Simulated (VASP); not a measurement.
The system is NaCuH2.

```
Na Cu H
1.0
     3.26750    0.00000    0.00000
    -1.63375    2.82974    0.00000
     0.00000    0.00000    6.40431
Na Cu H
1 1 2
Cartesian
  0.0000 0.0000 3.2022
  0.0000 0.0000 0.0000
  0.0000 1.8865 1.6011
  0.0000 1.8865 4.8032
```

```yaml
Program: VASP 6.6.1
Task: relaxation of cell and atoms
Functional: PBE
Potentials_or_basis: VASP PAW PBE potentials, release 64 (Na_pv, Cu, H)
Cutoff: 600 eV
k_mesh: 6 × 6 × 4
Occupations: gaussian, width 0.1 eV
Spin: no spin polarisation
```

At the start: pressure -8.7 GPa; volume 14.80 Å³/atom.

Task: How do energy, volume and symmetry change on relaxing?

Result: Over 13 steps the energy falls by 232.5 meV/atom and the volume is 10.01 Å³/atom (-32.4 %); space group P-6m2 (No. 187, to 0.1 Å) before and after.

Step by step:
| step | energy change (eV) | largest force (eV/Å) | pressure (GPa) | volume (Å³) |
| --- | --- | --- | --- | --- |
| 1 | 0.0000 | 0.5206 | -8.72 | 59.22 |
| 2 | -0.3885 | 0.5782 | -7.80 | 52.57 |
| 3 | -0.7646 | 0.6062 | -3.40 | 43.63 |
| 4 | 0.3964 | 0.1794 | 38.53 | 28.81 |
| 5 | -0.7803 | 0.6509 | -1.32 | 41.62 |
| 6 | -0.7851 | 0.6432 | 0.26 | 40.30 |
| 7 | -0.8677 | 0.4436 | 1.23 | 39.25 |
| 8 | -0.9043 | 0.2047 | 2.75 | 38.09 |
| 9 | -0.9045 | 0.1741 | 3.00 | 37.94 |
| 10 | -0.9272 | 0.0936 | 0.49 | 39.55 |
| 11 | -0.9285 | 0.0705 | -0.26 | 40.10 |
| 12 | -0.9285 | 0.0723 | -0.21 | 40.06 |
| 13 | -0.9300 | 0.0289 | -0.08 | 40.03 |

Final structure:
```
Na Cu H
1.0
     2.86701    0.00000    0.00000
    -1.43350    2.48290    0.00000
     0.00000    0.00000    5.62321
Na Cu H
1 1 2
Direct
  0.00000 0.00000 0.50000
  0.00000 0.00000 0.00000
  0.33333 0.66667 0.21217
  0.33333 0.66667 0.78783
```

Caveat: the k points lie up to 0.42 Å⁻¹ apart in the final cell, too coarse for converged energies and pressures of a metal; the volume moved by over 15 % at a fixed basis, so the end points are rough.
